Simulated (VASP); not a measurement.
# PtSe2 (P4/mmm) in VASP: a series of runs, part 2 of 3

VASP 6.6.1. The steps go on from the part before.

### 4 Single point, PBE

This run uses another cell than the first one, of 20.90 Å³/atom, 1.011 times its volume.

INCAR

```
SYSTEM = PtSe2
ALGO = Normal
EDIFF = 1E-7
ENCUT = 520
GGA = PE
ISIF = 2
ISMEAR = 0
LASPH = .TRUE.
LCHARG = .TRUE.
LELF = .TRUE.
LREAL = .FALSE.
LVHAR = .TRUE.
LWAVE = .FALSE.
NBANDS = 18
NELM = 60
PREC = Accurate
SIGMA = 0.1
```

KPOINTS

```
k-points
0
G
  6 6 4
  0 0 0
```

POSCAR

```
PtSe2
1.0
    3.3200057355      0.0000000000      0.0000000000
    0.0000000000      3.3200057355      0.0000000000
    0.0000000000      0.0000000000      5.6880833508
Pt Se
1 2
Direct
    0.5000000000      0.5000000000      0.0000000000
    0.0000000000      0.0000000000      0.2620808545
    0.0000000000      0.0000000000      0.7379191455
```

Potentials or basis: VASP PAW PBE potentials, release 64 (Pt, Se).

Run with:

```
$ cat potpaw_PBE.64/Pt/POTCAR potpaw_PBE.64/Se/POTCAR > POTCAR
$ mpirun -np 1 vasp_std > vasp.out
```

OUTCAR:

```text
SYSTEM = PtSe2
   EDIFF = 1E-7
   ENCUT = 520
   GGA = PE
   ISIF = 2
   ISMEAR = 0
   LASPH = .TRUE.
   LREAL = .FALSE.
   NELM = 60
   PREC = Accurate

 ion  position               nearest neighbor table
   1  0.500  0.500  0.000-   2 2.78   3 2.78   2 2.78   3 2.78   2 2.78   3 2.78   2 2.78   3 2.78

   2  0.000  0.000  0.262-   3 2.71   1 2.78   1 2.78   1 2.78   1 2.78
   3  0.000  0.000  0.738-   2 2.71   1 2.78   1 2.78   1 2.78   1 2.78

  LATTYP: Found a simple tetragonal cell.
 ALAT       =     3.3200057355
 C/A-ratio  =     1.7132751579

  Lattice vectors:

 A1 = (   3.3200057355,   0.0000000000,   0.0000000000)
 A2 = (   0.0000000000,   3.3200057355,   0.0000000000)
 A3 = (   0.0000000000,   0.0000000000,   5.6880833508)

Analysis of symmetry for initial positions (statically):
=====================================================================
 Subroutine PRICEL returns:
 Original cell was already a primitive cell.

 Routine SETGRP: Setting up the symmetry group for a
 simple tetragonal supercell.

 Subroutine GETGRP returns: Found 16 space group operations
 (whereof 16 operations were pure point group operations)
 out of a pool of 16 trial point group operations.

The static configuration has the point symmetry D_4h.

Analysis of symmetry for dynamics (positions and initial velocities):
=====================================================================
 Subroutine PRICEL returns:
 Original cell was already a primitive cell.

 Routine SETGRP: Setting up the symmetry group for a
 simple tetragonal supercell.

 Subroutine GETGRP returns: Found 16 space group operations
 (whereof 16 operations were pure point group operations)
 out of a pool of 16 trial point group operations.

The dynamic configuration has the point symmetry D_4h.

 Subroutine INISYM returns: Found 16 space group operations
 (whereof 16 operations are pure point group operations),
 and found     1 'primitive' translations

----------------------------------------------------------------------------------------

                                     Primitive cell

  volume of cell :      62.6965

  direct lattice vectors                    reciprocal lattice vectors
     3.320005736  0.000000000  0.000000000     0.301204299  0.000000000  0.000000000
     0.000000000  3.320005736  0.000000000     0.000000000  0.301204299  0.000000000
     0.000000000  0.000000000  5.688083351     0.000000000  0.000000000  0.175806144

  length of vectors
     3.320005736  3.320005736  5.688083351     0.301204299  0.301204299  0.175806144

  position of ions in fractional coordinates (direct lattice)
     0.500000000  0.500000000  0.000000000
     0.000000000  0.000000000  0.262080854
     0.000000000  0.000000000  0.737919146

  ion indices of the primitive-cell ions
   primitive index   ion index
                 1           1
                 2           2
                 3           3

----------------------------------------------------------------------------------------

 KPOINTS: k-points

Automatic generation of k-mesh.
 Grid dimensions read from file:
 generate k-points for:    6    6    4

 Generating k-lattice:

  Cartesian coordinates                     Fractional coordinates (reciprocal lattice)
     0.050200716  0.000000000  0.000000000     0.166666667  0.000000000  0.000000000
     0.000000000  0.050200716  0.000000000     0.000000000  0.166666667  0.000000000
     0.000000000  0.000000000  0.043951536     0.000000000  0.000000000  0.250000000

  Length of vectors
     0.050200716  0.050200716  0.043951536

  Shift w.r.t. Gamma in fractional coordinates (k-lattice)
     0.000000000  0.000000000  0.000000000

 Subroutine IBZKPT returns following result:
 ===========================================

 Found     30 irreducible k-points:

 Following reciprocal coordinates:
            Coordinates               Weight
  0.000000  0.000000  0.000000      1.000000
  0.166667  0.000000  0.000000      4.000000
  0.333333  0.000000  0.000000      4.000000
  0.500000  0.000000  0.000000      2.000000
  0.166667  0.166667  0.000000      4.000000
  0.333333  0.166667  0.000000      8.000000
[... 16 lines left out ...]
  0.333333  0.000000  0.500000      4.000000
  0.500000  0.000000  0.500000      2.000000
 [... further k-points ...]
   k-points           NKPTS =     30   k-points in BZ     NKDIM =     30   number of bands    NBANDS=     18
   number of dos      NEDOS =    301   number of ions     NIONS =      3
   total plane-waves  NPLWV =  32928
   dimension x,y,z NGX =    28 NGY =   28 NGZ =   42
   dimension x,y,z NGXF=    56 NGYF=   56 NGZF=   84
   ions per type =               1   2
   NGX,Y,Z   is equivalent  to a cutoff of  14.02, 14.02, 12.28 a.u.
   NGXF,Y,Z  is equivalent  to a cutoff of  28.04, 28.04, 24.55 a.u.
 SYSTEM =  PtSe2
   PREC   = accura    normal or accurate (medium, high low for compatibility)
   ISTART =      0    job   : 0-new  1-cont  2-samecut
   ICHARG =      2    charge: 1-file 2-atom 10-const
   ISPIN  =      1    spin polarized calculation?
   LNONCOLLINEAR =      F non collinear calculations
   LSORBIT =      F    spin-orbit coupling
   LASPH  =      T    aspherical Exc in radial PAW
   ENCUT  =  520.0 eV  38.22 Ry    6.18 a.u.   6.17  6.17 10.58*2*pi/ulx,y,z
   NELM   =     60;   NELMIN=  2; NELMDL= -5     # of ELM steps
   EDIFF  = 0.1E-06   stopping-criterion for ELM
   LREAL  =      F    real-space projection
   EDIFFG = 0.1E-05   stopping-criterion for IOM
   NSW    =      0    number of steps for IOM
   IBRION =     -1    ionic relax: 0-MD 1-quasi-New 2-CG
   NFREE  =      0    steps in history (QN), initial steepest desc. (CG)
   ISIF   =      2    stress and relaxation
   ISYM   =      2    0-nonsym 1-usesym 2-fastsym
   POTIM  = 0.5000    time-step for ionic-motion
   TEBEG  =    0.0;   TEEND  =   0.0 temperature during run
   PSTRESS=    0.0 pullay stress
   NELECT =      22.0000    total number of electrons
   NUPDOWN=      -1.0000    fix difference up-down
   EMIN   =  10.00;   EMAX   =-10.00  energy-range for DOS
   EFERMI =   0.00;   METHOD = LEGACY
   ISMEAR =     0;   SIGMA  =   0.10  broadening in eV -4-tet -1-fermi 0-gaus
   EFERMI_NEDOS =   21; number of points for ismear=-14 and -15
   IALGO  =     38    algorithm
   IMIX   =      4    mixing-type and parameters
     AMIX     =   0.40;   BMIX     =  1.00
     AMIX_MAG =   1.60;   BMIX_MAG =  1.00
  volume/ion in A,a.u.               =      20.90       141.03
  Fermi-wavevector in a.u.,A,eV,Ry     =   1.154697  2.182060 18.140975  1.333324
  Thomas-Fermi vector in A             =   2.291331
   LORBIT       =      0    0 simple, 1 ext, 2 COOP (PROOUT), +10 PAW based schemes
   GGA     = PE    functional components
   LHFCALC =     F    Hartree Fock is set to
   AEXX    =    0.0000 exact exchange contribution
   IVDW    =     0    specifies the selected vdW correction
   LEPSILON=     F    determine dielectric tensor
   LRPA    =     F    only Hartree local field effects (RPA)
 non-spin polarized calculation
 Gauss-broadening in eV      SIGMA  =   0.10
  energy-cutoff  :      520.00
  volume of cell :       62.70
 maximum number of plane-waves:      1712
 NGX is ok and might be reduce to    28
   NGX = 13   NGY = 13   NGZ = 21

 number of electron      21.9999998 magnetization

 Free energy of the ion-electron system (eV)
  ---------------------------------------------------
  ext. energy  EPLUGINS =         0.00000000
  ---------------------------------------------------
  free energy    TOTEN  =       -12.28077387 eV

  energy without entropy =      -12.27099192  energy(sigma->0) =      -12.27588290

 E-fermi :   6.1442     XC(G=0): -10.5807

 val. band max:        6.1158189721   @ k =   0.5000   0.3333   0.5000
 cond. band min:       6.1534674782   @ k =   0.3333   0.0000   0.5000
 fundamental gap:      0.0376485061
 Fermi energy:         6.1441906013

 k-point     1 :       0.0000    0.0000    0.0000
  band No.  band energies     occupation
      1      -9.5124      2.00000
      2      -7.0599      2.00000
      3      -1.7138      2.00000
      4       1.8156      2.00000
      5       2.5242      2.00000
      6       2.5242      2.00000
[... 10 lines left out ...]
     17      13.9213      0.00000
     18      14.2982      0.00000
[... 463 lines left out ...]
 k-point    24 :       0.5000    0.0000    0.5000
  band No.  band energies     occupation
      1      -7.7909      2.00000
      2      -7.4302      2.00000
      3      -1.0991      2.00000
      4       0.6620      2.00000
      5       1.5785      2.00000
      6       1.9238      2.00000
[... 10 lines left out ...]
     17      14.5785      0.00000
     18      15.3934      0.00000

 [... further k-points ...]
[... 5 lines left out ...]
  --------------------------------------------------------------------------------------
  -------------------------------------------------------------------------------------
  Total       -0.0417673     -0.0417673     -0.0326148      0.0000000      0.0000000      0.0000000
  in kB       -1.0673424     -1.0673424     -0.8334543      0.0000000      0.0000000      0.0000000
  external PRESSURE =      -0.9893797 kB  Pullay stress =       0.0000000 kB

 VOLUME and BASIS-vectors are now :
 -----------------------------------------------------------------------------
  energy-cutoff  :      520.00
  volume of cell :       62.70
      direct lattice vectors                 reciprocal lattice vectors
     3.320005736  0.000000000  0.000000000     0.301204299  0.000000000  0.000000000
     0.000000000  3.320005736  0.000000000     0.000000000  0.301204299  0.000000000
     0.000000000  0.000000000  5.688083351     0.000000000  0.000000000  0.175806144

 POSITION                                       TOTAL-FORCE (eV/Angst)
 -----------------------------------------------------------------------------------
      1.66000      1.66000      0.00000         0.000000     -0.000000     -0.000000
      0.00000      0.00000      1.49074        -0.000000      0.000000     -0.036585
      0.00000      0.00000      4.19735         0.000000      0.000000      0.036585
 -----------------------------------------------------------------------------------
    total drift:                                0.000000      0.000000     -0.000000

  FREE ENERGIE OF THE ION-ELECTRON SYSTEM (eV)
  ---------------------------------------------------
  free  energy   TOTEN  =       -12.2807738728 eV

  energy  without entropy=      -12.2709919244  energy(sigma->0) =      -12.27588290
```

OSZICAR:

```text
N       E                     dE             d eps       ncg     rms          rms(c)
DAV:   1     0.106216692315E+03    0.10622E+03   -0.10155E+04  1080   0.109E+03
DAV:   2    -0.765487315125E+01   -0.11387E+03   -0.10984E+03  1398   0.203E+02
DAV:   3    -0.125201279426E+02   -0.48653E+01   -0.48075E+01  1218   0.417E+01
DAV:   4    -0.125592082586E+02   -0.39080E-01   -0.39065E-01  1332   0.410E+00
DAV:   5    -0.125596484185E+02   -0.44016E-03   -0.44015E-03  1272   0.421E-01    0.107E+01
DAV:   6    -0.124333845262E+02    0.12626E+00   -0.20047E+00  1114   0.110E+01    0.783E+00
DAV:   7    -0.122950008056E+02    0.13838E+00   -0.55358E-01  1096   0.659E+00    0.407E+00
DAV:   8    -0.122815014749E+02    0.13499E-01   -0.50602E-02  1186   0.166E+00    0.497E-01
DAV:   9    -0.122808337321E+02    0.66774E-03   -0.37833E-03  1146   0.472E-01    0.135E-01
DAV:  10    -0.122807744968E+02    0.59235E-04   -0.11802E-03  1186   0.249E-01    0.307E-02
DAV:  11    -0.122807692833E+02    0.52135E-05   -0.82508E-05  1170   0.730E-02    0.201E-02
DAV:  12    -0.122807740864E+02   -0.48031E-05   -0.10859E-05  1162   0.256E-02    0.111E-02
DAV:  13    -0.122807738758E+02    0.21063E-06   -0.19311E-06  1252   0.110E-02    0.216E-03
DAV:  14    -0.122807738728E+02    0.29647E-08   -0.34550E-07  1172   0.351E-03
   1 F= -.12280774E+02 E0= -.12275883E+02  d E =-.978195E-02
```

stdout:

```text
POSCAR found type information on POSCAR PtSe
 POSCAR found :  2 types and       3 ions
 scaLAPACK will be used
 LDA part: xc-table for (Slater+PW92), standard interpolation
 POSCAR, INCAR and KPOINTS ok, starting setup
 FFT: planning ... GRIDC
 FFT: planning ... GRID_SOFT
 FFT: planning ... GRID
 WAVECAR not read
 entering main loop
```

Run time: 15 s. Hardware: 1 thread of Intel Xeon 6975P-C (Granite Rapids), shared host; peak memory 0.19 GiB.

What came out:

* Free energy: -12.2808 eV
* Pressure: -0.1 GPa
* Largest force: 0.037 eV/Å
* Band gap on the k mesh: zero (band 11 reaches 7.61 eV, above the bottom of band 12 at 5.61 eV)

Forces in eV/Å, atoms in the order of the input:
```
Pt   0.000  0.000  0.000
Se   0.000  0.000 -0.037
Se   0.000  0.000  0.037
```

Levels at points of the mesh, in eV from the Fermi level:
```csv
k point,band 9,band 10,band 11,band 12,band 13,band 14
"(0.00, 0.00, 0.00)",-1.73,-1.73,1.46,1.75,1.75,2.00
"(0.50, 0.00, 0.00)",-2.72,-1.56,0.52,0.99,1.82,2.88
"(0.50, 0.50, 0.00)",-1.49,-0.09,0.42,0.74,0.74,2.58
"(0.00, 0.00, 0.50)",-1.62,-1.03,-1.03,0.77,0.77,3.19
"(0.50, 0.00, 0.50)",-2.42,-1.48,-0.48,-0.37,1.90,4.41
"(0.50, 0.50, 0.50)",-2.31,-1.49,-0.53,-0.53,0.62,1.63
```

Caveat: spin-orbit coupling is left out, which moves the levels of the heavy elements.

(Continued in part 3 of 3.)
